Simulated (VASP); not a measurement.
Set up this calculation in VASP 6.6.1, as the native input.

* Task: single point
* Functional: PBE
* Potentials or basis: VASP PAW PBE potentials, release 64 (Te, O, Si)
* Cutoff: 520 eV
* k mesh: 1 × 1 × 1
* Occupations: fermi-dirac, width 0.2111 eV
* Spin: no spin polarisation
* Dipole correction: no
* Further INCAR settings: LREAL = Auto; ALGO = Normal; EDIFF = 1e-07; NBANDS = 65; ISYM = 0

The structure of Si2TeO6 lies in POSCAR:

```
Si2TeO6
1.0
    6.7408150000     -0.0209520000     -0.0836220000
   -0.0209520000      6.5091140000     -0.1374820000
   -0.0836220000     -0.1374820000      6.2942280000
Te O Si
2 12 4
Direct
    0.9388645339      0.7104576334      0.7410325566
    0.2966088306      0.2144897768      1.0297919788
    0.6003496452      0.4503902594      0.3196565157
    0.8207220515      0.1805301698      0.6050805704
    0.4187326316      0.9957495421      0.8051381200
    0.0732656663      0.2337527938      0.8605237089
    0.8341387666      0.5295219245      0.9533444110
    0.3471940532      0.4585028973      0.8935367382
    0.7729026873      0.1351028456      0.1036133229
    0.0956492635      0.7985419764      0.0779572222
    0.2621217810      0.7706970363      0.5016358031
    0.0685476035      0.4430579376      0.2824108976
    0.5832198256      0.0006657184      0.3866805480
    0.6782135896      0.6961214470      0.6063261047
    0.6767667953      0.2429935802      0.4120633756
    0.8141650965      0.2792432540      0.9052951426
    0.4741557354      0.8857159152      0.5691752581
    0.1468577432      0.6605464358      0.2758258492
```

One way to write it, as run:

INCAR

```
SYSTEM = Si2TeO6
  PREC = Accurate
  ENCUT = 520
  EDIFF = 1E-7
  ISMEAR = -1
  SIGMA = 0.2111
  LREAL = Auto
  LASPH = .TRUE.
  NELM = 100
  ALGO = Normal
  ISIF = 2
  LWAVE = .FALSE.
  LCHARG = .TRUE.
  GGA = PE
  LELF = .TRUE.
  LVHAR = .TRUE.
  ISYM = 0
  NBANDS = 65
```

KPOINTS

```
Automatic mesh
0
G
  1 1 1
  0 0 0
```

Potentials or basis: VASP PAW PBE potentials, release 64 (Te, O, Si).

The run is started by

```sh
$ cat potpaw_PBE.64/Te/POTCAR potpaw_PBE.64/O/POTCAR potpaw_PBE.64/Si/POTCAR > POTCAR
$ mpirun -np 1 vasp_gam > vasp.out
```

It gave:

```yaml
Pressure: -2.3 GPa
Largest_force: 4.358 eV/Å
Band_gap_on_the_k_mesh: 0.69 eV
```

Caveat: the k points lie up to 1.00 Å⁻¹ apart; spin-orbit coupling is left out, which moves the levels of the heavy elements.

Wall time 42 s on 1 thread of AMD EPYC 7R13 Processor (Zen 3), with other jobs on the host, peak memory 0.28 GiB.
